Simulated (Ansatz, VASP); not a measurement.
## Two plane-wave programs on Bi

INCAR

```
SYSTEM = Bi
ALGO = Normal
DIPOL = 0.5 0.5 0.500
EDIFF = 1E-6
ENCUT = 520
GGA = PE
GGA_COMPAT = .False.
IDIPOL = 3
ISIF = 2
ISMEAR = 0
IVDW = 12
LASPH = .True.
LCHARG = .False.
LDIPOL = .True.
LORBIT = 11
LORBMOM = .True.
LREAL = .False.
LSORBIT = .True.
LWAVE = .False.
MAGMOM = 0 0 0 0 0 0
NBANDS = 42
NELM = 150
PREC = Accurate
SIGMA = 0.02
```

KPOINTS

```
k-points
0
Gamma
  9 9 1
  0 0 0
```

The input POSCAR:

```
Bi
1.0
    4.2796358711      0.0000000000      0.0000000000
   -2.1398179355      3.7062733833      0.0000000000
    0.0000000000      0.0000000000     29.2845192140
Bi
2
Direct
    0.3333333333      0.6666666667      0.4701726007
    0.6666666667      0.3333333333      0.5298273993
```

Input for Ansatz:

```yaml
crystal:
  lattice:
    - [4.2796358711, 0.0, 0.0]
    - [-2.1398179355, 3.7062733833, 0.0]
    - [0.0, 0.0, 29.284519214]
  atoms:
    - { symbol: Bi, position: [0.3333333333, 0.6666666667, 0.4701726007] }
    - { symbol: Bi, position: [0.6666666667, 0.3333333333, 0.5298273993] }
  periodic: [true, true, false]
basis:
  ecutwfc: 420
kpoints:
  mp_grid: { grid: [9, 9, 1] }
  band_path:
    path:
      - [0, 0, 0]
      - [0.5, 0, 0]
      - [0.3333333333333, 0.3333333333333, 0]
      - [0, 0, 0]
    npoints: 16
hamiltonian:
  xc: pbe
  dispersion: d3bj
scf:
  occupations: { method: gaussian, width: 0.02 }
output:
  forces: true
  stress: true
  eigenvalues: true
  populations: true
magnetization:
  noncollinear: true
  spin_orbit: true
```

Alike in both runs: task single point; functional PBE; dispersion D3(BJ); k mesh 9 × 9 × 1; occupations gaussian, width 0.02 eV; non-collinear spin, spin-orbit coupling.

|  | VASP | Ansatz |
| --- | --- | --- |
| version | VASP 6.6.1 | Ansatz 0.2.0 |
| potentials or method | VASP PAW PBE potentials, release 64 (Bi_d), cutoff 520 eV | plane waves, PAW |
| valence electrons in the cell | 30 | 30 |

|  | VASP | Ansatz | Ansatz less VASP |
| --- | --- | --- | --- |
| rms of the force components (eV/Å) | 0.112 | 0.109 | -0.0029 |

Atom by atom the forces differ by 0.003 eV/Å (rms over components).
